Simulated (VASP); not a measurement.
A run of VASP 6.6.1 is set up as follows.

INCAR

```
  PREC = Accurate
  ENCUT = 520
  EDIFF = 1E-8
  ISMEAR = -1
  SIGMA = 0.05
  LREAL = F
  LASPH = T
  NELM = 60
  ALGO = Fast
  ISIF = 2
  LWAVE = F
  LCHARG = T
  GGA = PS
  NBANDS = 17
  IBRION = 8
  NSW = 1
```

The input KPOINTS:

```
Automatic mesh
0
Gamma
  7 7 4
```

The input POSCAR:

```
Hf
1.0
    3.1967000000      0.0000000000      0.0000000000
   -1.5983500000      2.7684234083      0.0000000000
    0.0000000000      0.0000000000      5.0578000000
Hf
2
Direct
    0.6666666667      0.3333333333      0.7500000000
    0.3333333333      0.6666666667      0.2500000000
```

Potentials or basis: VASP PAW PBE potentials, release 64 (Hf_pv).

Launch:

```sh
$ cat potpaw_PBE.64/Hf_pv/POTCAR > POTCAR
$ mpirun -np 1 vasp_std > vasp.out
```

**Question.** Predict the highest phonon frequency at Γ.

**Answer.** 93 cm⁻¹.

Phonon frequencies in cm⁻¹ (negative: imaginary):
| q point | frequencies |
| --- | --- |
| (0.000, 0.000, 0.000) | 0 0 0 64 64 93 |

Caveat: the cell stands under pressure or tension, which shifts response properties.
